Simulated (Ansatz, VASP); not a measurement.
AlIn2Sb3 in VASP and in Ansatz

INCAR

```
PREC = Accurate
ENCUT = 520
EDIFF = 1E-7
ISMEAR = 0
SIGMA = 0.1
LREAL = False
LASPH = True
NELM = 80
ALGO = Normal
ISIF = 2
LWAVE = False
LCHARG = False
GGA = PE
NBANDS = 31
```

KPOINTS

```
regular mesh
0
Gamma
  6 6 2
```

File POSCAR:

```
AlIn2Sb3
1.0
    4.5916574000      0.0000000000      0.0000000000
   -2.2958287000      3.9764920000      0.0000000000
    0.0000000000      0.0000000000     11.2654252000
Al In Sb
1 2 3
Direct
    0.3333333000      0.6666667000      0.6670400000
    0.0000000000      0.0000000000      0.9941110000
    0.6666667000      0.3333333000      0.3379010000
    0.0000000000      0.0000000000      0.7388430000
    0.3333333000      0.6666667000      0.4279650000
    0.6666667000      0.3333333000      0.0841400000
```

Input for Ansatz:

```yaml
crystal:
  lattice:
    - [4.5916574, 0.0, 0.0]
    - [-2.2958287, 3.976492, 0.0]
    - [0.0, 0.0, 11.2654252]
  atoms:
    - { symbol: Al, position: [0.3333333, 0.6666667, 0.66704] }
    - { symbol: In, position: [0.0, 0.0, 0.994111] }
    - { symbol: In, position: [0.6666667, 0.3333333, 0.337901] }
    - { symbol: Sb, position: [0.0, 0.0, 0.738843] }
    - { symbol: Sb, position: [0.3333333, 0.6666667, 0.427965] }
    - { symbol: Sb, position: [0.6666667, 0.3333333, 0.08414] }
basis:
  ecutwfc: 420
kpoints:
  mp_grid: { grid: [6, 6, 2] }
hamiltonian:
  xc: pbe
scf:
  occupations: { method: gaussian, width: 0.1 }
  lower_state_search: "off"
output:
  forces: true
  stress: true
  eigenvalues: true
```

Alike in both runs: task single point; functional PBE; k mesh 6 × 6 × 2; occupations gaussian, width 0.1 eV; no spin polarisation.

```csv
,VASP,Ansatz
version,VASP 6.6.1,Ansatz 0.2.0
potentials or method,"VASP PAW PBE potentials, release 64 (Al, In_d, Sb), cutoff 520 eV","scalar-relativistic, plane waves, PAW"
valence electrons in the cell,44,74
```

```tsv
	VASP	Ansatz	Ansatz less VASP
gap on the k mesh at the Fermi level (eV)	none	none	-
pressure (GPa)	0.1	0.1	-0.02
traceless stress, the component that is largest in VASP (GPa)	-0.08	-0.08	-0.003
rms of the force components (eV/Å)	0.007	0.007	+0.0007
```

Atom by atom the forces differ by 0.005 eV/Å (rms over components). A gap of «none» marks a metal or a gap that the smearing closes. VASP's potentials hold 44 valence electrons a cell and Ansatz's 74, so a difference there can come from the potentials and not from the codes.

Neither program's run includes spin-orbit coupling.
